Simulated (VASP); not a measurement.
# Mg5Cd3O8 (P1) in VASP: single point with HSE06

Aim: the single point of Mg5Cd3O8 with HSE06.

Program: VASP 6.6.1. These are calculated values, not measurements. Logs are shortened: lines on timing, memory, paths and dates and some standing lists are left out, and cuts for length are marked.

### Step 1. The cell of the first run

The typed cell holds 64 atoms: a = 8.855 Å, b = 8.855 Å, c = 8.855 Å, α = 90.00°, β = 90.00°, γ = 90.00°.

### Step 2. Single point, HSE06

Input file POSCAR:

```
Mg5Cd3O8
1.0
    8.8547350000      0.0000000000      0.0000000000
    0.0000000000      8.8547350000      0.0000000000
    0.0000000000      0.0000000000      8.8547350000
O Cd Mg
32 12 20
Direct
    0.2487340000      0.0030840000      0.0172650000
    0.2377910000      0.0019720000      0.4860120000
    0.2497620000      0.4997100000      0.0137900000
    0.2482080000      0.4977350000      0.4802970000
    0.7519270000      0.0042730000      0.9912290000
    0.7649190000      0.0137040000      0.5093710000
    0.7511640000      0.4988800000      0.0109870000
    0.7514050000      0.4850070000      0.4799890000
    0.0013210000      0.2645890000      0.9855960000
    0.0034200000      0.2395170000      0.5145370000
    0.0020350000      0.7380690000      0.9961210000
    0.0127120000      0.7611210000      0.5079860000
    0.4994960000      0.2638570000      0.9952490000
    0.4987220000      0.2510170000      0.5070600000
    0.4977270000      0.7351220000      0.9877850000
    0.4840700000      0.7495560000      0.5183470000
    0.0104130000      0.9864710000      0.2635270000
    0.9888900000      0.9987920000      0.7399490000
    0.0010330000      0.5110940000      0.2356520000
    0.9992500000      0.5042750000      0.7619780000
    0.4872590000      0.0132750000      0.2511300000
    0.5151300000      0.0009600000      0.7513580000
    0.4987920000      0.4898310000      0.2348200000
    0.5022830000      0.5000840000      0.7640210000
    0.2603660000      0.2522110000      0.2497770000
    0.2533930000      0.2490520000      0.7505390000
    0.2401860000      0.7485920000      0.2485550000
    0.2485730000      0.7525580000      0.7558120000
    0.7375920000      0.2595900000      0.2456340000
    0.7488980000      0.2404190000      0.7508700000
    0.7615120000      0.7383190000      0.2369770000
    0.7516970000      0.7631510000      0.7624720000
    0.0008150000      0.0000960000      0.9996800000
    0.0007530000      0.5005620000      0.4978500000
    0.4998370000      0.0006480000      0.9999590000
    0.4995100000      0.0016960000      0.5016110000
    0.4991600000      0.4991320000      0.4972310000
    0.7534810000      0.7519140000      0.5015480000
    0.2495840000      0.0007440000      0.7490390000
    0.2506450000      0.5006510000      0.7504000000
    0.7516530000      0.0012090000      0.2503440000
    0.7506960000      0.4999280000      0.7514750000
    0.0004890000      0.2510480000      0.2497600000
    0.4979760000      0.7475200000      0.2472440000
    0.0025620000      0.0004010000      0.5027230000
    0.0009610000      0.5012860000      0.0006020000
    0.4994840000      0.4987000000      0.0009460000
    0.2523460000      0.2562550000      0.0021900000
    0.2502270000      0.2479690000      0.4967250000
    0.2476480000      0.7435020000      0.0025700000
    0.2454500000      0.7537020000      0.4960500000
    0.7477810000      0.2558180000      0.9968870000
    0.7499230000      0.2480510000      0.5031000000
    0.7537110000      0.7430780000      0.9978000000
    0.2472590000      0.0011910000      0.2520730000
    0.2493940000      0.4993220000      0.2454860000
    0.7530240000      0.0024950000      0.7507870000
    0.7506450000      0.4972640000      0.2426270000
    0.9979640000      0.2471900000      0.7503520000
    0.0037550000      0.7477110000      0.2450610000
    0.0008420000      0.7536720000      0.7533890000
    0.4981180000      0.2546980000      0.2449000000
    0.5027880000      0.2505600000      0.7529910000
    0.5002970000      0.7506610000      0.7556740000
```

Input file INCAR.step1:

```
SYSTEM = Mg5Cd3O8
  PREC = Accurate
  ENCUT = 520
  EDIFF = 1E-5
  ISMEAR = -1
  SIGMA = 0.05
  LREAL = Auto
  LASPH = .TRUE.
  NELM = 100
  ALGO = Normal
  ISIF = 2
  LWAVE = .TRUE.
  LCHARG = .FALSE.
  GGA = PE
  NBANDS = 226
  LUSENCCL = .FALSE.
```

Input file INCAR.step2:

```
SYSTEM = Mg5Cd3O8
  PREC = Accurate
  ENCUT = 520
  EDIFF = 1E-6
  ISMEAR = -1
  SIGMA = 0.05
  LREAL = Auto
  LASPH = .TRUE.
  NELM = 100
  ALGO = Normal
  ISIF = 2
  LWAVE = .FALSE.
  LCHARG = .FALSE.
  GGA = PE
  LHFCALC = .TRUE.
  HFSCREEN = 0.2079
  PRECFOCK = Fast
  ISTART = 1
  NBANDS = 226
  LUSENCCL = .FALSE.
```

Input file KPOINTS:

```
regular mesh
0
G
  1 1 1
  0 0 0
```

Potentials or basis: VASP PAW PBE potentials, release 64 (O, Cd, Mg).

Started as:

```bash
> cat potpaw_PBE.64/O/POTCAR potpaw_PBE.64/Cd/POTCAR potpaw_PBE.64/Mg/POTCAR > POTCAR
> cp INCAR.step1 INCAR
> mpirun -np 1 vasp_gam > vasp.out
> cp INCAR.step2 INCAR
> mpirun -np 1 vasp_gam > vasp.out
```

OUTCAR:

```text
SYSTEM = Mg5Cd3O8
   PREC = Accurate
   ENCUT = 520
   EDIFF = 1E-6
   ISMEAR = -1
   LREAL = Auto
   LASPH = .TRUE.
   NELM = 100
   ISIF = 2
   GGA = PE
   LHFCALC = .TRUE.
   HFSCREEN = 0.2079
   PRECFOCK = Fast
   ISTART = 1

 ion  position               nearest neighbor table
   1  0.249  0.003  0.017-  55 2.08  33 2.20  35 2.23  48 2.25  50 2.30  39 2.38
   2  0.238  0.002  0.486-  55 2.07  45 2.09  49 2.18  51 2.20  36 2.32  39 2.33
   3  0.250  0.500  0.014-  56 2.05  48 2.16  50 2.16  46 2.21  47 2.21  40 2.33
   4  0.248  0.498  0.480-  56 2.08  34 2.20  49 2.22  37 2.23  51 2.27  40 2.39
   5  0.752  0.004  0.991-  57 2.13  33 2.21  52 2.23  35 2.23  41 2.29  54 2.31
   6  0.765  0.014  0.509-  53 2.08  45 2.11  57 2.14  41 2.30  38 2.32  36 2.35
[... 76 lines left out ...]
  58  0.751  0.497  0.243-   7 2.05   8 2.10  29 2.11  31 2.14  19 2.22  23 2.23  52 3.05  54 3.07
                            46 3.08  47 3.09  62 3.10  43 3.11  44 3.15  60 3.15  34 3.16  37 3.17
  59  0.998  0.247  0.750-   9 2.09  10 2.09  18 2.20  30 2.21  26 2.26  20 2.28  57 3.07  45 3.10
                            53 3.10  33 3.11  52 3.11  39 3.12  42 3.13  46 3.16  34 3.17  49 3.17
  60  0.004  0.748  0.245-  27 2.09  19 2.10  17 2.12  31 2.15  11 2.21  12 2.33  50 3.05  46 3.07
                            51 3.09  56 3.09  55 3.11  54 3.11  33 3.12  34 3.13  58 3.15  41 3.17
  61  0.001  0.754  0.753-  11 2.15  18 2.18  12 2.18  28 2.19  32 2.21  20 2.21  54 3.08  33 3.09
                            39 3.10  50 3.11  57 3.11  45 3.11  38 3.13  46 3.13  51 3.14  40 3.15
  62  0.498  0.255  0.245-  23 2.08  25 2.11  29 2.12  21 2.14  13 2.21  14 2.32  47 3.06  48 3.06
                            56 3.09  58 3.10  37 3.11  52 3.12  35 3.12  49 3.13  55 3.16  41 3.17
  63  0.503  0.251  0.753-  13 2.15  14 2.18  30 2.18  26 2.21  24 2.21  22 2.21  52 3.06  47 3.11
                            35 3.11  53 3.11  42 3.11  57 3.12  48 3.13  36 3.13  40 3.14  39 3.15
  64  0.500  0.751  0.756-  15 2.06  16 2.11  24 2.22  22 2.22  28 2.23  32 2.23  35 3.09  54 3.10
                            47 3.11  50 3.13  40 3.13  39 3.14  42 3.14  57 3.16  36 3.16  38 3.18

  LATTYP: Found a simple cubic cell.
 ALAT       =     8.8547350000

  Lattice vectors:

 A1 = (   8.8547350000,   0.0000000000,   0.0000000000)
 A2 = (   0.0000000000,   8.8547350000,   0.0000000000)
 A3 = (   0.0000000000,   0.0000000000,   8.8547350000)

Analysis of symmetry for initial positions (statically):
=====================================================================
 Subroutine PRICEL returns:
 Original cell was already a primitive cell.

 Routine SETGRP: Setting up the symmetry group for a
 simple cubic supercell.

 Subroutine GETGRP returns: Found  1 space group operations
 (whereof  1 operations were pure point group operations)
 out of a pool of 48 trial point group operations.

The static configuration has the point symmetry C_1 .

Analysis of symmetry for dynamics (positions and initial velocities):
=====================================================================
 Subroutine PRICEL returns:
 Original cell was already a primitive cell.

 Routine SETGRP: Setting up the symmetry group for a
 simple cubic supercell.

 Subroutine GETGRP returns: Found  1 space group operations
 (whereof  1 operations were pure point group operations)
 out of a pool of 48 trial point group operations.

The dynamic configuration has the point symmetry C_1 .

 Subroutine INISYM returns: Found  1 space group operations
 (whereof  1 operations are pure point group operations),
 and found     1 'primitive' translations

----------------------------------------------------------------------------------------

                                     Primitive cell

  volume of cell :     694.2673

  direct lattice vectors                    reciprocal lattice vectors
     8.854735000  0.000000000  0.000000000     0.112933927  0.000000000  0.000000000
     0.000000000  8.854735000  0.000000000     0.000000000  0.112933927  0.000000000
     0.000000000  0.000000000  8.854735000     0.000000000  0.000000000  0.112933927

[... 163 lines left out ...]
            Coordinates               Weight
  0.000000  0.000000  0.000000      1.000000
   k-points           NKPTS =      1   k-points in BZ     NKDIM =      1   number of bands    NBANDS=    226
   number of dos      NEDOS =    301   number of ions     NIONS =     64
   total plane-waves  NPLWV = 343000
   dimension x,y,z NGX =    70 NGY =   70 NGZ =   70
   dimension x,y,z NGXF=   140 NGYF=  140 NGZF=  140
   ions per type =              32  12  20
   NGX,Y,Z   is equivalent  to a cutoff of  13.14, 13.14, 13.14 a.u.
   NGXF,Y,Z  is equivalent  to a cutoff of  26.28, 26.28, 26.28 a.u.
 SYSTEM =  Mg5Cd3O8
   PREC   = accura    normal or accurate (medium, high low for compatibility)
   ISTART =      1    job   : 0-new  1-cont  2-samecut
   ICHARG =      0    charge: 1-file 2-atom 10-const
   ISPIN  =      1    spin polarized calculation?
   LNONCOLLINEAR =      F non collinear calculations
   LSORBIT =      F    spin-orbit coupling
   LASPH  =      T    aspherical Exc in radial PAW
   ENCUT  =  520.0 eV  38.22 Ry    6.18 a.u.  16.46 16.46 16.46*2*pi/ulx,y,z
   NELM   =    100;   NELMIN=  2; NELMDL=  0     # of ELM steps
   EDIFF  = 0.1E-05   stopping-criterion for ELM
   LREAL  =      T    real-space projection
   EDIFFG = 0.1E-04   stopping-criterion for IOM
   NSW    =      0    number of steps for IOM
   IBRION =     -1    ionic relax: 0-MD 1-quasi-New 2-CG
   NFREE  =      0    steps in history (QN), initial steepest desc. (CG)
   ISIF   =      2    stress and relaxation
   ISYM   =      3    0-nonsym 1-usesym 2-fastsym
   POTIM  = 0.5000    time-step for ionic-motion
   TEBEG  =    0.0;   TEEND  =   0.0 temperature during run
   PSTRESS=    0.0 pullay stress
   NELECT =     376.0000    total number of electrons
   NUPDOWN=      -1.0000    fix difference up-down
   EMIN   =  10.00;   EMAX   =-10.00  energy-range for DOS
   EFERMI =   0.00;   METHOD = LEGACY
   ISMEAR =    -1;   SIGMA  =   0.05  broadening in eV -4-tet -1-fermi 0-gaus
   EFERMI_NEDOS =   21; number of points for ismear=-14 and -15
   IALGO  =     38    algorithm
   IMIX   =      1    mixing-type and parameters
     AMIX     =   0.40;   BMIX     =  1.00
     AMIX_MAG =   1.60;   BMIX_MAG =  1.00
  volume/ion in A,a.u.               =      10.85        73.21
  Fermi-wavevector in a.u.,A,eV,Ry     =   1.334428  2.521704 24.227876  1.780699
  Thomas-Fermi vector in A             =   2.463210
   LORBIT       =      0    0 simple, 1 ext, 2 COOP (PROOUT), +10 PAW based schemes
   GGA     = PE    functional components
   LHFCALC =     T    Hartree Fock is set to
   PRECFOCK=fast      Normal, Fast or Accurate (Low or Medium for compatibility)
   ENCUT4O =  -1.0   cutoff for four orbital integrals eV
   NKREDX  =     1    reduce k-point grid by
   NKREDY  =     1    reduce k-point grid by
   NKREDZ  =     1    reduce k-point grid by
   AEXX    =    0.2500 exact exchange contribution
   HFSCREEN=    0.2079 screening length (either q_TF or 0.3 A-1)
   HFSCREENC=   0.2079 screening length for correlation (either q_TF or 0.3 A-1)
   ENCUTFOCK=  -1.0 apply spherical cutoff to Coloumb kernel
   IVDW    =     0    specifies the selected vdW correction
   LEPSILON=     F    determine dielectric tensor
   LRPA    =     F    only Hartree local field effects (RPA)
 non-spin polarized calculation
  energy-cutoff  :      520.00
  volume of cell :      694.27
 maximum number of plane-waves:      9403
 NGX is ok and might be reduce to    70
  NGX = 36; NGY = 36; NGZ = 36

 number of electron     375.9999982 magnetization

 Free energy of the ion-electron system (eV)
  ---------------------------------------------------
  ext. energy  EPLUGINS =         0.00000000
  ---------------------------------------------------
  free energy    TOTEN  =      -398.59735626 eV

  energy without entropy =     -398.59735626  energy(sigma->0) =     -398.59735626

 E-fermi :   3.5553     XC(G=0):  -9.2486

 val. band max:        2.3340621960   @ k =   0.0000   0.0000   0.0000
 cond. band min:       4.9488679464   @ k =   0.0000   0.0000   0.0000
 fundamental gap:      2.6148057504
 Fermi energy:         3.5552653415

 k-point     1 :       0.0000    0.0000    0.0000
  band No.  band energies     occupation
      1     -17.3600      2.00000
      2     -16.8779      2.00000
      3     -16.8751      2.00000
      4     -16.8152      2.00000
      5     -16.7479      2.00000
      6     -16.7395      2.00000
[... 192 lines left out ...]
    199       9.3005      0.00000
    200       9.4044      0.00000
 [bands above 200 left out]

------------------------ aborting loop because EDIFF is reached ----------------------------------------

  FORCE on cell =-STRESS in cart. coord.  units (eV):
  Direction    XX          YY          ZZ          XY          YZ          ZX
  --------------------------------------------------------------------------------------
  -------------------------------------------------------------------------------------
  Total        1.1450724      0.5658143      0.5069770     -0.2169843      0.8503781      0.9219656
  in kB        2.6425112      1.3057433      1.1699630     -0.5007400      1.9624379      2.1276422
  external PRESSURE =       1.7060725 kB  Pullay stress =       0.0000000 kB

 VOLUME and BASIS-vectors are now :
 -----------------------------------------------------------------------------
  energy-cutoff  :      520.00
  volume of cell :      694.27
      direct lattice vectors                 reciprocal lattice vectors
     8.854735000  0.000000000  0.000000000     0.112933927  0.000000000  0.000000000
     0.000000000  8.854735000  0.000000000     0.000000000  0.112933927  0.000000000
     0.000000000  0.000000000  8.854735000     0.000000000  0.000000000  0.112933927

 POSITION                                       TOTAL-FORCE (eV/Angst)
 -----------------------------------------------------------------------------------
      2.20247      0.02731      0.15288        -0.023313     -0.010615      0.090029
      2.10558      0.01746      4.30351        -0.034804      0.052515     -0.058919
      2.21158      4.42480      0.12211        -0.021948     -0.020039      0.099334
      2.19782      4.40731      4.25290         0.005986      0.004407     -0.100987
      6.65811      0.03784      8.77707         0.018855      0.036159      0.011161
      6.77316      0.12135      4.51035         0.024189      0.028061     -0.051106
[... 56 lines left out ...]
      4.45205      2.21864      6.66754         0.046249      0.002577      0.042701
      4.43000      6.64690      6.69129         0.000050     -0.001809      0.073462
 -----------------------------------------------------------------------------------
    total drift:                                0.004634     -0.002748     -0.003584

  FREE ENERGIE OF THE ION-ELECTRON SYSTEM (eV)
  ---------------------------------------------------
  free  energy   TOTEN  =      -398.5973562633 eV

  energy  without entropy=     -398.5973562633  energy(sigma->0) =     -398.59735626
```

Run time: 11 min. Hardware: 1 × NVIDIA H100 80GB with 1 thread of AMD EPYC 7R13 (Zen 3), shared host; peak memory 1.6 GiB.

Results:

```
Free energy            : -398.5974 eV
Pressure               : 0.2 GPa
Largest force          : 0.130 eV/Å
Band gap on the k mesh : 2.61 eV
```

Forces in eV/Å, atoms in the order of the input:
```
O   -0.023 -0.011  0.090
O   -0.035  0.053 -0.059
O   -0.022 -0.020  0.099
O    0.006  0.004 -0.101
O    0.019  0.036  0.011
O    0.024  0.028 -0.051
O   -0.007 -0.024  0.085
O    0.041 -0.033 -0.052
O    0.009  0.056 -0.079
O    0.028 -0.028  0.077
O    0.034 -0.029 -0.043
O    0.039 -0.004  0.044
O   -0.022  0.065 -0.076
O   -0.021  0.001  0.075
O    0.006 -0.039 -0.055
O   -0.062 -0.006  0.084
O    0.007 -0.063  0.044
O   -0.028  0.004 -0.023
O   -0.003  0.047 -0.054
O   -0.035  0.022  0.016
O   -0.025  0.025  0.017
O    0.061 -0.032 -0.029
O    0.025 -0.001 -0.044
O    0.006 -0.022  0.041
O    0.029 -0.009 -0.001
O    0.031 -0.017 -0.005
O   -0.004  0.008  0.011
O   -0.010  0.019  0.022
O   -0.043  0.020 -0.011
O   -0.006 -0.029  0.020
O    0.029 -0.006 -0.025
O   -0.029  0.023  0.023
Cd  -0.009 -0.041 -0.051
Cd   0.037  0.001 -0.024
Cd   0.002  0.038 -0.049
Cd  -0.037  0.075  0.027
Cd  -0.028 -0.077 -0.036
Cd   0.077  0.052  0.047
Cd  -0.038 -0.002 -0.039
Cd   0.001  0.000  0.075
Cd   0.030  0.044 -0.004
Cd  -0.004 -0.042  0.117
Cd   0.039  0.035  0.007
Cd  -0.077 -0.073 -0.077
Mg   0.039  0.008  0.044
Mg   0.001  0.044  0.038
Mg   0.003 -0.050  0.031
Mg   0.053  0.084  0.048
Mg  -0.003 -0.051 -0.049
Mg  -0.050 -0.092  0.030
Mg  -0.082  0.054 -0.049
Mg  -0.051  0.074 -0.037
Mg   0.000 -0.046  0.054
Mg   0.045 -0.090 -0.041
Mg  -0.035  0.006  0.039
Mg  -0.002 -0.009 -0.073
Mg   0.033  0.046  0.009
Mg  -0.005 -0.050 -0.118
Mg  -0.054 -0.057 -0.010
Mg   0.084 -0.037 -0.059
Mg   0.004  0.040  0.036
Mg  -0.040  0.074 -0.057
Mg   0.046  0.003  0.043
Mg   0.000 -0.002  0.073
```

Stress tensor (GPa, compression positive):
```
 0.26 -0.05  0.21
-0.05  0.13  0.20
 0.21  0.20  0.12
```

Caveat: the k points lie up to 0.71 Å⁻¹ apart; the PAW data sets were made with another functional, which shifts forces and pressure a little.
